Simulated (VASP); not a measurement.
# Cd (Fm-3m) in VASP: relaxation of cell and atoms with PBEsol

Aim: the relaxation of cell and atoms of Cd with PBEsol.

All numbers are computed with VASP 6.6.1; they aren't measurements. Logs are shortened: lines on timing, memory, paths and dates and some standing lists are left out, and cuts for length are marked.

### 1 The cell of the first run

Symmetry: Fm-3m, No. 225, cubic system. Conventional cell: a = 4.397 Å, b = 4.397 Å, c = 4.397 Å, α = 90.00°, β = 90.00°, γ = 90.00°. Cd (site symmetry m-3m) has 12 Cd at 3.11 Å within 4.1 Å.

This isn't the form of Cd at room conditions, which is hcp.

### 2 Relaxation of cell and atoms, PBEsol

The input, INCAR:

```
SYSTEM = Cd
  PREC = Accurate
  ENCUT = 600
  EDIFF = 1E-6
  ISMEAR = -1
  SIGMA = 0.08
  LREAL = .FALSE.
  LASPH = .TRUE.
  NELM = 60
  ALGO = Normal
  ISIF = 3
  LWAVE = .FALSE.
  LCHARG = .FALSE.
  GGA = PS
  IBRION = 2
  NSW = 60
  EDIFFG = -0.005
```

The input, KPOINTS:

```
Automatic mesh
0
G
  17 17 17
  0 0 0
```

The input, POSCAR:

```
Cd
1.0
    0.0000000000      2.1984148361      2.1984148361
    2.1984148361      0.0000000000      2.1984148361
    2.1984148361      2.1984148361      0.0000000000
Cd
1
Direct
    0.0000000000      0.0000000000      0.0000000000
```

Potentials or basis: VASP PAW PBE potentials, release 64 (Cd).

Command:

```
> cat potpaw_PBE.64/Cd/POTCAR > POTCAR
> mpirun -np 1 vasp_std > vasp.out
```

OUTCAR:

```text
SYSTEM = Cd
   PREC = Accurate
   ENCUT = 600
   EDIFF = 1E-6
   ISMEAR = -1
   LREAL = .FALSE.
   LASPH = .TRUE.
   NELM = 60
   ISIF = 3
   GGA = PS
   IBRION = 2
   NSW = 60
   EDIFFG = -0.005

 ion  position               nearest neighbor table
   1  0.000  0.000  0.000-

  LATTYP: Found a face centered cubic cell.
 ALAT       =     4.3968296722

  Lattice vectors:

 A1 = (   0.0000000000,   2.1984148361,   2.1984148361)
 A2 = (   2.1984148361,   0.0000000000,   2.1984148361)
 A3 = (   2.1984148361,   2.1984148361,   0.0000000000)

Analysis of symmetry for initial positions (statically):
=====================================================================
 Subroutine PRICEL returns:
 Original cell was already a primitive cell.

 Routine SETGRP: Setting up the symmetry group for a
 face centered cubic supercell.

 Subroutine GETGRP returns: Found 48 space group operations
 (whereof 48 operations were pure point group operations)
 out of a pool of 48 trial point group operations.

The static configuration has the point symmetry O_h .

Analysis of symmetry for dynamics (positions and initial velocities):
=====================================================================
 Subroutine PRICEL returns:
 Original cell was already a primitive cell.

 Routine SETGRP: Setting up the symmetry group for a
 face centered cubic supercell.

 Subroutine GETGRP returns: Found 48 space group operations
 (whereof 48 operations were pure point group operations)
 out of a pool of 48 trial point group operations.

The dynamic configuration has the point symmetry O_h .

 Subroutine INISYM returns: Found 48 space group operations
 (whereof 48 operations are pure point group operations),
 and found     1 'primitive' translations

----------------------------------------------------------------------------------------

                                     Primitive cell

  volume of cell :      21.2500

  direct lattice vectors                    reciprocal lattice vectors
     0.000000000  2.198414836  2.198414836    -0.227436602  0.227436602  0.227436602
     2.198414836  0.000000000  2.198414836     0.227436602 -0.227436602  0.227436602
     2.198414836  2.198414836  0.000000000     0.227436602  0.227436602 -0.227436602

  length of vectors
     3.109028077  3.109028077  3.109028077     0.393931750  0.393931750  0.393931750

  position of ions in fractional coordinates (direct lattice)
     0.000000000  0.000000000  0.000000000

  ion indices of the primitive-cell ions
   primitive index   ion index
                 1           1

----------------------------------------------------------------------------------------

 KPOINTS: Automatic mesh

Automatic generation of k-mesh.
 Grid dimensions read from file:
 generate k-points for:   17   17   17

 Generating k-lattice:

  Cartesian coordinates                     Fractional coordinates (reciprocal lattice)
    -0.013378624  0.013378624  0.013378624     0.058823529  0.000000000  0.000000000
     0.013378624 -0.013378624  0.013378624     0.000000000  0.058823529  0.000000000
     0.013378624  0.013378624 -0.013378624     0.000000000  0.000000000  0.058823529

  Length of vectors
     0.023172456  0.023172456  0.023172456

  Shift w.r.t. Gamma in fractional coordinates (k-lattice)
     0.000000000  0.000000000  0.000000000

 Subroutine IBZKPT returns following result:
 ===========================================

 Found    165 irreducible k-points:

 Following reciprocal coordinates:
            Coordinates               Weight
  0.000000  0.000000  0.000000      1.000000
  0.058824  0.000000  0.000000      8.000000
  0.117647  0.000000  0.000000      8.000000
  0.176471  0.000000  0.000000      8.000000
  0.235294  0.000000  0.000000      8.000000
  0.294118  0.000000  0.000000      8.000000
[... 16 lines left out ...]
 -0.176471  0.058824  0.000000     24.000000
 -0.117647  0.058824  0.000000     24.000000
 [... further k-points ...]
   k-points           NKPTS =    165   k-points in BZ     NKDIM =    165   number of bands    NBANDS=     10
   number of dos      NEDOS =    301   number of ions     NIONS =      1
   total plane-waves  NPLWV =  21952
   dimension x,y,z NGX =    28 NGY =   28 NGZ =   28
   dimension x,y,z NGXF=    56 NGYF=   56 NGZF=   56
   ions per type =               1
   NGX,Y,Z   is equivalent  to a cutoff of  14.97, 14.97, 14.97 a.u.
   NGXF,Y,Z  is equivalent  to a cutoff of  29.94, 29.94, 29.94 a.u.
 SYSTEM =  Cd
   PREC   = accura    normal or accurate (medium, high low for compatibility)
   ISTART =      0    job   : 0-new  1-cont  2-samecut
   ICHARG =      2    charge: 1-file 2-atom 10-const
   ISPIN  =      1    spin polarized calculation?
   LNONCOLLINEAR =      F non collinear calculations
   LSORBIT =      F    spin-orbit coupling
   LASPH  =      T    aspherical Exc in radial PAW
   ENCUT  =  600.0 eV  44.10 Ry    6.64 a.u.   6.21  6.21  6.21*2*pi/ulx,y,z
   NELM   =     60;   NELMIN=  2; NELMDL= -5     # of ELM steps
   EDIFF  = 0.1E-05   stopping-criterion for ELM
   LREAL  =      F    real-space projection
   EDIFFG = -.5E-02   stopping-criterion for IOM
   NSW    =     60    number of steps for IOM
   IBRION =      2    ionic relax: 0-MD 1-quasi-New 2-CG
   NFREE  =      1    steps in history (QN), initial steepest desc. (CG)
   ISIF   =      3    stress and relaxation
   ISYM   =      2    0-nonsym 1-usesym 2-fastsym
   POTIM  = 0.5000    time-step for ionic-motion
   TEBEG  =    0.0;   TEEND  =   0.0 temperature during run
   PSTRESS=    0.0 pullay stress
   NELECT =      12.0000    total number of electrons
   NUPDOWN=      -1.0000    fix difference up-down
   EMIN   =  10.00;   EMAX   =-10.00  energy-range for DOS
   EFERMI =   0.00;   METHOD = LEGACY
   ISMEAR =    -1;   SIGMA  =   0.08  broadening in eV -4-tet -1-fermi 0-gaus
   EFERMI_NEDOS =   21; number of points for ismear=-14 and -15
   IALGO  =     38    algorithm
   IMIX   =      4    mixing-type and parameters
     AMIX     =   0.40;   BMIX     =  1.00
     AMIX_MAG =   1.60;   BMIX_MAG =  1.00
  volume/ion in A,a.u.               =      21.25       143.40
  Fermi-wavevector in a.u.,A,eV,Ry     =   1.353159  2.557100 24.912814  1.831040
  Thomas-Fermi vector in A             =   2.480438
   LORBIT       =      0    0 simple, 1 ext, 2 COOP (PROOUT), +10 PAW based schemes
   GGA     = PS    functional components
   LHFCALC =     F    Hartree Fock is set to
   AEXX    =    0.0000 exact exchange contribution
   IVDW    =     0    specifies the selected vdW correction
   LEPSILON=     F    determine dielectric tensor
   LRPA    =     F    only Hartree local field effects (RPA)
 conjugate gradient relaxation of ions
 non-spin polarized calculation
  energy-cutoff  :      600.00
  volume of cell :       21.25
 maximum number of plane-waves:       725
 NGX is ok and might be reduce to    28
   NGX = 13   NGY = 13   NGZ = 13

--------------------------------------- Ionic step        1  -------------------------------------------

 number of electron      12.0000000 magnetization

 Free energy of the ion-electron system (eV)
  ---------------------------------------------------
  ext. energy  EPLUGINS =         0.00000000
  ---------------------------------------------------
  free energy    TOTEN  =        -1.19164062 eV

  energy without entropy =       -1.18446149  energy(sigma->0) =       -1.18805106

------------------------ aborting loop because EDIFF is reached ----------------------------------------

  FORCE on cell =-STRESS in cart. coord.  units (eV):
  Direction    XX          YY          ZZ          XY          YZ          ZX
  --------------------------------------------------------------------------------------
  -------------------------------------------------------------------------------------
  Total       -0.0784901     -0.0784901     -0.0784901     -0.0000000      0.0000000     -0.0000000
  in kB       -5.9178817     -5.9178817     -5.9178817     -0.0000000      0.0000000     -0.0000000
  external PRESSURE =      -5.9178817 kB  Pullay stress =       0.0000000 kB
[... 55 lines left out ...]
  energy  without entropy=       -1.1848955880  energy(sigma->0) =       -1.18846815

--------------------------------------- Ionic step        3  -------------------------------------------

 number of electron      11.9999999 magnetization

 Free energy of the ion-electron system (eV)
  ---------------------------------------------------
  ext. energy  EPLUGINS =         0.00000000
  ---------------------------------------------------
  free energy    TOTEN  =        -1.19204630 eV

  energy without entropy =       -1.18489793  energy(sigma->0) =       -1.18847212

 E-fermi :   2.9018     XC(G=0): -11.3618

 val. band max:        2.8832177361   @ k =  -0.4118   0.2353   0.1176
 cond. band min:       2.9823590473   @ k =  -0.4118   0.3529   0.0000
 fundamental gap:      0.0991413112
 Fermi energy:         2.9018353543

 k-point     1 :       0.0000    0.0000    0.0000
  band No.  band energies     occupation
      1      -6.2478      2.00000
      2      -6.2478      2.00000
      3      -6.2478      2.00000
      4      -6.1776      2.00000
      5      -5.7501      2.00000
      6      -5.7501      2.00000
      7      16.9457      0.00000
      8      18.2137      0.00000
      9      18.2137      0.00000
     10      18.2137      0.00000
[... 287 lines left out ...]
 k-point    24 :      -0.1176    0.0588    0.0000
  band No.  band energies     occupation
      1      -6.3287      2.00000
      2      -6.1835      2.00000
      3      -6.1647      2.00000
      4      -5.8035      2.00000
      5      -5.7790      2.00000
      6      -5.4867      2.00000
      7      13.7553      0.00000
      8      15.4876      0.00000
      9      17.9405      0.00000
     10      18.6929      0.00000

 [... further k-points ...]

------------------------ aborting loop because EDIFF is reached ----------------------------------------

  FORCE on cell =-STRESS in cart. coord.  units (eV):
  Direction    XX          YY          ZZ          XY          YZ          ZX
  --------------------------------------------------------------------------------------
  -------------------------------------------------------------------------------------
  Total       -0.0008752     -0.0008752     -0.0008752      0.0000000     -0.0000000     -0.0000000
  in kB       -0.0666624     -0.0666624     -0.0666624      0.0000000     -0.0000000     -0.0000000
  external PRESSURE =      -0.0666624 kB  Pullay stress =       0.0000000 kB
[... 16 lines left out ...]
  FREE ENERGIE OF THE ION-ELECTRON SYSTEM (eV)
  ---------------------------------------------------
  free  energy   TOTEN  =        -1.1920463049 eV

  energy  without entropy=       -1.1848979252  energy(sigma->0) =       -1.18847212

 reached required accuracy - stopping structural energy minimisation
```

Run time: 2.6 min. Hardware: 1 thread of AMD EPYC 7R43 (Zen 3), shared host; peak memory 0.16 GiB.

Results:

```
Free energy                           : -1.1920 eV
Relaxed volume                        : 21.03 Å³/atom
Relaxed cell                          : a = 3.099 Å, b = 3.099 Å, c = 3.099 Å, α = 60.00°, β = 60.00°, γ = 60.00°
Space group after relaxing (to 0.1 Å) : Fm-3m (No. 225)
Energy gained by relaxing             : 0.4 meV/atom
Ionic steps                           : 3
Pressure after relaxing               : 0.0 GPa
Band gap on the k mesh                : zero (bands 6 and 7 overlap by 2.43 eV)
```

The path:
| step | energy change (eV) | largest force (eV/Å) | pressure (GPa) | volume (Å³) |
| --- | --- | --- | --- | --- |
| 1 | 0.0000 | 0.0000 | -0.59 | 21.25 |
| 2 | -0.0004 | 0.0000 | 0.08 | 21.01 |
| 3 | -0.0004 | 0.0000 | -0.01 | 21.03 |

Final structure:
```cif
data_structure
_symmetry_space_group_name_H-M 'P 1'
_symmetry_Int_Tables_number 1
_cell_length_a 3.0985
_cell_length_b 3.0985
_cell_length_c 3.0985
_cell_angle_alpha 60.000
_cell_angle_beta 60.000
_cell_angle_gamma 60.000
_cell_volume 21.03
loop_
_atom_site_label
_atom_site_type_symbol
_atom_site_fract_x
_atom_site_fract_y
_atom_site_fract_z
_atom_site_occupancy
Cd1 Cd 0.00000 0.00000 0.00000 1
```

Levels at points of the mesh, in eV from the Fermi level:
```tsv
k point	band 3	band 4	band 5	band 6	band 7	band 8	band 9	band 10
(0.00, 0.00, 0.00)	-9.15	-9.08	-8.65	-8.65	14.04	15.31	15.31	15.31
```

Caveat: the PAW data sets were made with another functional, which shifts forces and pressure a little.
